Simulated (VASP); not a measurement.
# Sn (I4_1/amd) in VASP: settings compared

Sn is run at these levels: revPBE, BLYP+D3(BJ), LDA; tasks: relaxation of cell and atoms, single point.

Everything below comes from runs of VASP 6.6.1. Logs are shortened: lines on timing, memory, paths and dates and some standing lists are left out, and cuts for length are marked.

### Step 1. The cell of the first run

Symmetry: I4_1/amd, No. 141, tetragonal system. Conventional cell: a = 5.880 Å, b = 5.880 Å, c = 3.199 Å, α = 90.00°, β = 90.00°, γ = 90.00°. Within 4.0 Å of Sn (site symmetry -4m2) lie 10 Sn at 3.05 to 3.79 Å.

### Step 2. Relaxation of cell and atoms, revPBE

File INCAR:

```
PREC = Accurate
ENCUT = 600
EDIFF = 1E-6
ISMEAR = -1
SIGMA = 0.05
LREAL = False
LASPH = True
NELM = 100
ALGO = Normal
ISIF = 3
LWAVE = False
LCHARG = False
GGA = RE
IBRION = 2
NSW = 80
EDIFFG = -0.005
```

File KPOINTS:

```
regular mesh
0
Gamma
  9 9 9
```

File POSCAR:

```
Sn
1.0
   -2.9401404553      2.9401404553      1.5993019889
    2.9401404553     -2.9401404553      1.5993019889
    2.9401404553      2.9401404553     -1.5993019889
Sn
2
Direct
    0.0000000000      0.0000000000      0.0000000000
    0.7500000000      0.2500000000      0.5000000000
```

Potentials or basis: VASP PAW PBE potentials, release 64 (Sn_d).

The run is started by

```sh
cat potpaw_PBE.64/Sn_d/POTCAR > POTCAR
mpirun -np 1 vasp_std > vasp.out
```

OUTCAR:

```text
PREC = Accurate
   ENCUT = 600
   EDIFF = 1E-6
   ISMEAR = -1
   LREAL = False
   LASPH = True
   NELM = 100
   ISIF = 3
   GGA = RE
   IBRION = 2
   NSW = 80
   EDIFFG = -0.005

 ion  position               nearest neighbor table
   1  0.000  0.000  0.000-   2 3.05   2 3.05   2 3.05   2 3.05
   2  0.750  0.250  0.500-   1 3.05   1 3.05   1 3.05   1 3.05

  LATTYP: Found a body centered tetragonal cell.
 ALAT       =     5.8802809106
 C/A-ratio  =     0.5439542815

  Lattice vectors:

 A1 = (  -2.9401404553,   2.9401404553,   1.5993019889)
 A2 = (   2.9401404553,  -2.9401404553,   1.5993019889)
 A3 = (   2.9401404553,   2.9401404553,  -1.5993019889)

Analysis of symmetry for initial positions (statically):
=====================================================================
 Subroutine PRICEL returns:
 Original cell was already a primitive cell.

 Routine SETGRP: Setting up the symmetry group for a
 body centered tetragonal supercell.

 Subroutine GETGRP returns: Found 16 space group operations
 (whereof  8 operations were pure point group operations)
 out of a pool of 16 trial point group operations.

The static configuration has the point symmetry D_2d.
 The point group associated with its full space group is D_4h.

Analysis of symmetry for dynamics (positions and initial velocities):
=====================================================================
 Subroutine PRICEL returns:
 Original cell was already a primitive cell.

 Routine SETGRP: Setting up the symmetry group for a
 body centered tetragonal supercell.

 Subroutine GETGRP returns: Found 16 space group operations
 (whereof  8 operations were pure point group operations)
 out of a pool of 16 trial point group operations.

The dynamic configuration has the point symmetry D_2d.
 The point group associated with its full space group is D_4h.

 Subroutine INISYM returns: Found 16 space group operations
 (whereof  8 operations are pure point group operations),
 and found     1 'primitive' translations

----------------------------------------------------------------------------------------

                                     Primitive cell

  volume of cell :      55.3002

  direct lattice vectors                    reciprocal lattice vectors
    -2.940140455  2.940140455  1.599301989     0.000000000  0.170059903  0.312636390
     2.940140455 -2.940140455  1.599301989     0.170059903  0.000000000  0.312636390
     2.940140455  2.940140455 -1.599301989     0.170059903  0.170059903  0.000000000

  length of vectors
     4.454954393  4.454954393  4.454954393     0.355895888  0.355895888  0.240501021

  position of ions in fractional coordinates (direct lattice)
     0.000000000  0.000000000  0.000000000
     0.750000000  0.250000000  0.500000000

  ion indices of the primitive-cell ions
   primitive index   ion index
                 1           1
                 2           2

----------------------------------------------------------------------------------------

 KPOINTS: regular mesh

Automatic generation of k-mesh.
 Grid dimensions read from file:
 generate k-points for:    9    9    9

 Generating k-lattice:

  Cartesian coordinates                     Fractional coordinates (reciprocal lattice)
     0.000000000  0.018895545  0.034737377     0.111111111 -0.000000000  0.000000000
     0.018895545  0.000000000  0.034737377    -0.000000000  0.111111111  0.000000000
     0.018895545  0.018895545  0.000000000     0.000000000  0.000000000  0.111111111

  Length of vectors
     0.039543988  0.039543988  0.026722336

  Shift w.r.t. Gamma in fractional coordinates (k-lattice)
     0.000000000  0.000000000  0.000000000

 Subroutine IBZKPT returns following result:
 ===========================================

 Found     75 irreducible k-points:

 Following reciprocal coordinates:
            Coordinates               Weight
  0.000000  0.000000  0.000000      1.000000
  0.111111 -0.000000  0.000000      8.000000
  0.222222 -0.000000  0.000000      8.000000
  0.333333 -0.000000  0.000000      8.000000
  0.444444 -0.000000  0.000000      8.000000
  0.111111  0.111111  0.000000      8.000000
[... 16 lines left out ...]
 -0.333333  0.333333  0.000000      4.000000
  0.444444  0.444444 -0.000000      8.000000
 [... further k-points ...]
   k-points           NKPTS =     75   k-points in BZ     NKDIM =     75   number of bands    NBANDS=     18
   number of dos      NEDOS =    301   number of ions     NIONS =      2
   total plane-waves  NPLWV =  46656
   dimension x,y,z NGX =    36 NGY =   36 NGZ =   36
   dimension x,y,z NGXF=    72 NGYF=   72 NGZF=   72
   ions per type =               2
   NGX,Y,Z   is equivalent  to a cutoff of  13.43, 13.43, 13.43 a.u.
   NGXF,Y,Z  is equivalent  to a cutoff of  26.87, 26.87, 26.87 a.u.
 SYSTEM =  unknown system
   PREC   = accura    normal or accurate (medium, high low for compatibility)
   ISTART =      0    job   : 0-new  1-cont  2-samecut
   ICHARG =      2    charge: 1-file 2-atom 10-const
   ISPIN  =      1    spin polarized calculation?
   LNONCOLLINEAR =      F non collinear calculations
   LSORBIT =      F    spin-orbit coupling
   LASPH  =      T    aspherical Exc in radial PAW
   ENCUT  =  600.0 eV  44.10 Ry    6.64 a.u.   8.90  8.90  8.90*2*pi/ulx,y,z
   NELM   =    100;   NELMIN=  2; NELMDL= -5     # of ELM steps
   EDIFF  = 0.1E-05   stopping-criterion for ELM
   LREAL  =      F    real-space projection
   EDIFFG = -.5E-02   stopping-criterion for IOM
   NSW    =     80    number of steps for IOM
   IBRION =      2    ionic relax: 0-MD 1-quasi-New 2-CG
   NFREE  =      1    steps in history (QN), initial steepest desc. (CG)
   ISIF   =      3    stress and relaxation
   ISYM   =      2    0-nonsym 1-usesym 2-fastsym
   POTIM  = 0.5000    time-step for ionic-motion
   TEBEG  =    0.0;   TEEND  =   0.0 temperature during run
   PSTRESS=    0.0 pullay stress
   NELECT =      28.0000    total number of electrons
   NUPDOWN=      -1.0000    fix difference up-down
   EMIN   =  10.00;   EMAX   =-10.00  energy-range for DOS
   EFERMI =   0.00;   METHOD = LEGACY
   ISMEAR =    -1;   SIGMA  =   0.05  broadening in eV -4-tet -1-fermi 0-gaus
   EFERMI_NEDOS =   21; number of points for ismear=-14 and -15
   IALGO  =     38    algorithm
   IMIX   =      4    mixing-type and parameters
     AMIX     =   0.40;   BMIX     =  1.00
     AMIX_MAG =   1.60;   BMIX_MAG =  1.00
  volume/ion in A,a.u.               =      27.65       186.59
  Fermi-wavevector in a.u.,A,eV,Ry     =   1.304824  2.465760 23.164816  1.702566
  Thomas-Fermi vector in A             =   2.435734
   LORBIT       =      0    0 simple, 1 ext, 2 COOP (PROOUT), +10 PAW based schemes
   GGA     = RE    functional components
   LHFCALC =     F    Hartree Fock is set to
   AEXX    =    0.0000 exact exchange contribution
   IVDW    =     0    specifies the selected vdW correction
   LEPSILON=     F    determine dielectric tensor
   LRPA    =     F    only Hartree local field effects (RPA)
 conjugate gradient relaxation of ions
 non-spin polarized calculation
  energy-cutoff  :      600.00
  volume of cell :       55.30
 maximum number of plane-waves:      1880
   NGX = 17   NGY = 17   NGZ = 17

--------------------------------------- Ionic step        1  -------------------------------------------

 number of electron      27.9999989 magnetization

 Free energy of the ion-electron system (eV)
  ---------------------------------------------------
  ext. energy  EPLUGINS =         0.00000000
  ---------------------------------------------------
  free energy    TOTEN  =        -6.96861125 eV

  energy without entropy =       -6.96107319  energy(sigma->0) =       -6.96484222

 E-fermi :   7.8464     XC(G=0): -10.1581

 val. band max:        7.8436658516   @ k =  -0.2222   0.4444   0.2222
 cond. band min:       7.8549821243   @ k =  -0.2222  -0.2222   0.1111
 fundamental gap:      0.0113162727
 Fermi energy:         7.8464196979

 k-point     1 :       0.0000    0.0000    0.0000
  band No.  band energies     occupation
      1     -13.8481      2.00000
      2     -13.7732      2.00000
      3     -13.7292      2.00000
      4     -13.7209      2.00000
      5     -13.5801      2.00000
      6     -13.5801      2.00000
[... 10 lines left out ...]
     17      13.9736      0.00000
     18      14.6106      0.00000
[... 466 lines left out ...]
      2     -13.7551      2.00000
      3     -13.6970      2.00000
      4     -13.6952      2.00000
      5     -13.6068      2.00000
      6     -13.6002      2.00000
[... 10 lines left out ...]
     17      11.6808      0.00000
     18      12.5322      0.00000

 [... further k-points ...]

------------------------ aborting loop because EDIFF is reached ----------------------------------------

  FORCE on cell =-STRESS in cart. coord.  units (eV):
  Direction    XX          YY          ZZ          XY          YZ          ZX
  --------------------------------------------------------------------------------------
  -------------------------------------------------------------------------------------
  Total        0.8928895      0.8928895      0.7376987      0.0000000      0.0000000      0.0000000
  in kB       25.8691206     25.8691206     21.3728773      0.0000000      0.0000000      0.0000000
  external PRESSURE =      24.3703728 kB  Pullay stress =       0.0000000 kB
[... 165 lines left out ...]
  energy  without entropy=       -6.9814915915  energy(sigma->0) =       -6.98521011

--------------------------------------- Ionic step        6  -------------------------------------------

 number of electron      28.0000000 magnetization

 Free energy of the ion-electron system (eV)
  ---------------------------------------------------
  ext. energy  EPLUGINS =         0.00000000
  ---------------------------------------------------
  free energy    TOTEN  =        -6.98892869 eV

  energy without entropy =       -6.98149517  energy(sigma->0) =       -6.98521193

 E-fermi :   7.2647     XC(G=0):  -9.9308

 val. band max:        7.2634790364   @ k =   0.4444   0.3333   0.0000
 cond. band min:       7.3189876496   @ k =   0.4444   0.4444  -0.0000
 fundamental gap:      0.0555086132
 Fermi energy:         7.2647470319

 k-point     1 :       0.0000    0.0000    0.0000
  band No.  band energies     occupation
      1     -14.3638      2.00000
      2     -14.3053      2.00000
      3     -14.2593      2.00000
      4     -14.2584      2.00000
      5     -14.1351      2.00000
      6     -14.1351      2.00000
[... 10 lines left out ...]
     17      13.1267      0.00000
     18      13.7431      0.00000
[... 466 lines left out ...]
      2     -14.2873      2.00000
      3     -14.2340      2.00000
      4     -14.2323      2.00000
      5     -14.1564      2.00000
      6     -14.1508      2.00000
[... 10 lines left out ...]
     17      11.0225      0.00000
     18      11.8402      0.00000

 [... further k-points ...]

------------------------ aborting loop because EDIFF is reached ----------------------------------------

  FORCE on cell =-STRESS in cart. coord.  units (eV):
  Direction    XX          YY          ZZ          XY          YZ          ZX
  --------------------------------------------------------------------------------------
  -------------------------------------------------------------------------------------
  Total        0.0002500      0.0002500     -0.0091646      0.0000000      0.0000000      0.0000000
  in kB        0.0068992      0.0068992     -0.2528959      0.0000000      0.0000000      0.0000000
  external PRESSURE =      -0.0796992 kB  Pullay stress =       0.0000000 kB
[... 17 lines left out ...]
  FREE ENERGIE OF THE ION-ELECTRON SYSTEM (eV)
  ---------------------------------------------------
  free  energy   TOTEN  =        -6.9889286850 eV

  energy  without entropy=       -6.9814951651  energy(sigma->0) =       -6.98521193

 reached required accuracy - stopping structural energy minimisation
```

Wall time 6.3 min (1 thread of Intel Xeon 8259CL, shared host); peak memory 0.26 GiB.

Results:

```
Free energy                           : -6.9889 eV
Relaxed volume                        : 29.03 Å³/atom
Relaxed cell                          : a = 4.531 Å, b = 4.531 Å, c = 4.531 Å, α = 97.36°, β = 97.36°, γ = 138.05°
Space group after relaxing (to 0.1 Å) : I4_1/amd (No. 141)
Energy gained by relaxing             : 10.2 meV/atom
Ionic steps                           : 6
Pressure after relaxing               : 0.0 GPa
Band gap on the k mesh                : zero (bands 14 and 15 overlap by 3.74 eV)
```

Step by step:
```csv
step,energy change (eV),largest force (eV/Å),pressure (GPa),volume (Å³)
1,0.0000,0.0000,2.44,55.30
2,-0.0192,0.0000,-0.44,58.73
3,-0.0203,0.0000,0.01,58.09
4,-0.0203,0.0000,-0.07,58.15
5,-0.0203,0.0000,0.03,58.05
6,-0.0203,0.0000,-0.01,58.06
```

Final structure:
```yaml
crystal:
  lattice:
    - [-2.99167, 2.99167, 1.62178]
    - [2.99167, -2.99167, 1.62178]
    - [2.99167, 2.99167, -1.62178]
  atoms:
    - { symbol: Sn, position: [0.00000, 0.00000, 0.00000] }
    - { symbol: Sn, position: [0.75000, 0.25000, 0.50000] }
```

Caveat: the PAW data sets were made with another functional, which shifts forces and pressure a little; spin-orbit coupling is left out, which moves the levels of the heavy elements.

### Step 3. Relaxation of cell and atoms, BLYP+D3(BJ)

File INCAR:

```
PREC = Accurate
ENCUT = 600
EDIFF = 1E-7
ISMEAR = -1
SIGMA = 0.05
LREAL = False
LASPH = True
NELM = 60
ALGO = Normal
ISIF = 3
LWAVE = False
LCHARG = False
GGA = B5
ALDAX = 1.0
AGGAX = 1.0
AGGAC = 1.0
ALDAC = 0.0
IVDW = 12
VDW_S6 = 1.0
VDW_S8 = 2.6996
VDW_A1 = 0.4298
VDW_A2 = 4.2359
IBRION = 2
NSW = 80
EDIFFG = -0.02
```

KPOINTS is that of step 2.

POSCAR is that of step 2.

Potentials or basis: VASP PAW PBE potentials, release 64 (Sn_d).

The run is started by

```sh
cat potpaw_PBE.64/Sn_d/POTCAR > POTCAR
mpirun -np 1 vasp_std > vasp.out
```

OUTCAR:

```text
PREC = Accurate
   ENCUT = 600
   EDIFF = 1E-7
   ISMEAR = -1
   LREAL = False
   LASPH = True
   NELM = 60
   ISIF = 3
   GGA = B5
   IVDW = 12
   IBRION = 2
   NSW = 80
   EDIFFG = -0.02
 IVDW          = 12

 ion  position               nearest neighbor table
   1  0.000  0.000  0.000-   2 3.05   2 3.05   2 3.05   2 3.05
   2  0.750  0.250  0.500-   1 3.05   1 3.05   1 3.05   1 3.05

  LATTYP: Found a body centered tetragonal cell.
 ALAT       =     5.8802809106
 C/A-ratio  =     0.5439542815

  Lattice vectors:

 A1 = (  -2.9401404553,   2.9401404553,   1.5993019889)
 A2 = (   2.9401404553,  -2.9401404553,   1.5993019889)
 A3 = (   2.9401404553,   2.9401404553,  -1.5993019889)

Analysis of symmetry for initial positions (statically):
=====================================================================
 Subroutine PRICEL returns:
 Original cell was already a primitive cell.
[... 175 lines left out ...]

 Edisp (eV)   -1.83287

 E8    (eV) :    -1.4122
[... 71 lines left out ...]
--------------------------------------- Ionic step        3  -------------------------------------------

 number of electron      27.9999988 magnetization

 Free energy of the ion-electron system (eV)
  ---------------------------------------------------
  ext. energy  EPLUGINS =         0.00000000
  ---------------------------------------------------
  free energy    TOTEN  =        -5.95561904 eV

  energy without entropy =       -5.94853385  energy(sigma->0) =       -5.95207645

 E-fermi :   8.0971     XC(G=0):  -9.5343

 val. band max:        8.0954166809   @ k =   0.4444   0.3333   0.0000
 cond. band min:       8.1565923391   @ k =   0.4444   0.4444  -0.0000
 fundamental gap:      0.0611756582
 Fermi energy:         8.0971197459

 k-point     1 :       0.0000    0.0000    0.0000
  band No.  band energies     occupation
      1     -13.5043      2.00000
      2     -13.4333      2.00000
      3     -13.3815      2.00000
      4     -13.3813      2.00000
      5     -13.2371      2.00000
      6     -13.2371      2.00000
[... 481 lines left out ...]
      5     -13.2627      2.00000
      6     -13.2563      2.00000
[... 10 lines left out ...]
     17      11.9670      0.00000
     18      12.7804      0.00000

 [... further k-points ...]

------------------------ aborting loop because EDIFF is reached ----------------------------------------

 Edisp (eV)   -1.81342

 E8    (eV) :    -1.3973
[... 25 lines left out ...]
  FREE ENERGIE OF THE ION-ELECTRON SYSTEM (eV)
  ---------------------------------------------------
  free  energy   TOTEN  =        -7.7690383376 eV

  energy  without entropy=       -7.7619531529  energy(sigma->0) =       -7.76549575

 reached required accuracy - stopping structural energy minimisation
```

Wall time 5.9 min (1 thread of Intel Xeon 8259CL, shared host); peak memory 0.27 GiB.

Results:

```
Free energy                           : -7.7690 eV
Relaxed volume                        : 27.95 Å³/atom
Relaxed cell                          : a = 4.473 Å, b = 4.473 Å, c = 4.473 Å, α = 97.37°, β = 97.37°, γ = 138.03°
Space group after relaxing (to 0.1 Å) : I4_1/amd (No. 141)
Energy gained by relaxing             : 0.6 meV/atom
Ionic steps                           : 3
Pressure after relaxing               : 0.0 GPa
Band gap on the k mesh                : zero (bands 14 and 15 overlap by 3.80 eV)
Dispersion energy per atom            : -0.907 eV
```

Stress tensor (GPa, compression positive):
```
 0.02  0.00  0.00
 0.00  0.02  0.00
 0.00  0.00 -0.10
```

Step by step:
| step | energy change (eV) | largest force (eV/Å) | pressure (GPa) | volume (Å³) |
| --- | --- | --- | --- | --- |
| 1 | 0.0000 | 0.0000 | 0.53 | 55.30 |
| 2 | -0.0011 | 0.0000 | -0.15 | 56.04 |
| 3 | -0.0011 | 0.0000 | -0.02 | 55.90 |

Final structure:
```xyz
2
Lattice="-2.9534 2.9534 1.6021 2.9534 -2.9534 1.6021 2.9534 2.9534 -1.6021" Properties=species:S:1:pos:R:3 pbc="T T T"
Sn    0.0000    0.0000    0.0000
Sn    0.0000    2.9534    0.8011
```

Levels at points of the mesh, in eV from the Fermi level:
| k point | band 11 | band 12 | band 13 | band 14 | band 15 | band 16 | band 17 | band 18 |
| --- | --- | --- | --- | --- | --- | --- | --- | --- |
| (0.00, 0.00, 0.00) | -10.93 | -3.95 | -1.91 | -1.91 | 3.41 | 5.92 | 5.92 | 6.54 |

Caveat: the PAW data sets were made with another functional, which shifts forces and pressure a little; spin-orbit coupling is left out, which moves the levels of the heavy elements.

### Step 4. Single point, LDA

This run uses another cell than the first one, of 26.17 Å³/atom.

File INCAR:

```
SYSTEM = Sn
PREC = Accurate
ENCUT = 520
EDIFF = 1E-7
ISMEAR = -1
SIGMA = 0.05
LREAL = .FALSE.
LASPH = .TRUE.
NELM = 60
ALGO = Fast
ISIF = 2
LWAVE = .FALSE.
LCHARG = .FALSE.
NBANDS = 21
```

File KPOINTS:

```
Automatic mesh
0
G
  9 9 9
  0 0 0
```

File POSCAR:

```
Sn
1.0
   -2.8934515185      2.8934515185      1.5631066648
    2.8934515185     -2.8934515185      1.5631066648
    2.8934515185      2.8934515185     -1.5631066648
Sn
2
Direct
    0.0000000000      0.0000000000      0.0000000000
    0.7500000000      0.2500000000      0.5000000000
```

Potentials or basis: VASP PAW LDA potentials, release 64 (Sn_d).

The run is started by

```sh
cat potpaw_LDA.64/Sn_d/POTCAR > POTCAR
mpirun -np 1 vasp_std > vasp.out
```

It took 2.1 min on 1 thread of AMD EPYC 7R13 (Zen 3), shared host; peak memory 0.18 GiB.

It converged, with:

```yaml
Free_energy: -8.9755 eV
Pressure: 0.1 GPa
Band_gap_on_the_k_mesh: zero (bands 14 and 15 overlap by 4.14 eV)
```

Levels at points of the mesh, in eV from the Fermi level:
```
           k point  band 11  band 12  band 13  band 14  band 15  band 16  band 17  band 18
(0.00, 0.00, 0.00)   -11.44    -3.73    -2.12    -2.12     2.98     6.25     6.25     7.13
```

Caveat: spin-orbit coupling is left out, which moves the levels of the heavy elements.

### Step 5. The runs side by side

```tsv
task	level	potentials or basis	cell	cutoff (eV)	gap on the mesh (eV)	pressure (GPa)	relaxed volume (Å³/atom)
relaxation of cell and atoms	revPBE	VASP PAW PBE potentials, release 64 (Sn_d)	relaxed from a = 4.455 Å, angles 97.4, 97.4, 137.9°, 2 atoms	600	none	0.0	29.03
relaxation of cell and atoms	BLYP+D3(BJ)	VASP PAW PBE potentials, release 64 (Sn_d)	relaxed from a = 4.455 Å, angles 97.4, 97.4, 137.9°, 2 atoms	600	none	0.0	27.95
single point	LDA	VASP PAW LDA potentials, release 64 (Sn_d)	a = 4.380 Å, angles 97.3, 97.3, 138.2°, 2 atoms	520	none	0.1	-
```

Alike in all rows: no spin polarisation; k mesh 9 × 9 × 9; smearing fermi-dirac 0.05 eV.

Caveats: spin-orbit coupling is left out, which moves the levels of the heavy elements; the PAW data sets were made with another functional, which shifts forces and pressure a little (at least some runs).

Absolute energies hang on the potentials; compare differences alone.

The gap in the log of VASP goes by the Fermi energy; the results here count the filled bands.